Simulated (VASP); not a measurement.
Wanted: the native input for a VASP 6.6.1 run.

```
Task                   : single point
Functional             : LDA
Potentials or basis    : VASP PAW LDA potentials, release 64 (Nb_sv)
Cutoff                 : 520 eV
k mesh                 : 18 × 18 × 18
Occupations            : fermi-dirac, width 0.05 eV
Spin                   : no spin polarisation
Dipole correction      : no
Further INCAR settings : ALGO = Normal; EDIFF = 1e-07; NBANDS = 12
```

The structure of Nb lies in POSCAR:

```
Nb
1.0
    0.0000000000      2.0130774157      2.0130774157
    2.0130774157      0.0000000000      2.0130774157
    2.0130774157      2.0130774157      0.0000000000
Nb
1
Direct
    0.0000000000      0.0000000000      0.0000000000
```

This cell differs from its parent crystal: volume scaled by 0.92.

These files were run (other wordings do the same):

INCAR

```
SYSTEM = Nb
ALGO = Normal ; EDIFF = 1E-7
ENCUT = 520 ; ISIF = 2
ISMEAR = -1 ; LASPH = .True.
LCHARG = .False. ; LREAL = .False.
LWAVE = .False. ; NBANDS = 12
NELM = 100 ; PREC = Accurate
SIGMA = 0.05
```

KPOINTS

```
k-points
0
Gamma
  18 18 18
  0 0 0
```

Potentials or basis: VASP PAW LDA potentials, release 64 (Nb_sv).

The run is started by

```sh
$ cat potpaw_LDA.64/Nb_sv/POTCAR > POTCAR
$ mpirun -np 1 vasp_std > vasp.out
```

It gave:

```json
{"Pressure": "17.5 GPa"}
```

Wall time 65 s on 1 thread of AMD EPYC 7R13, with other jobs on the host, peak memory 0.12 GiB.
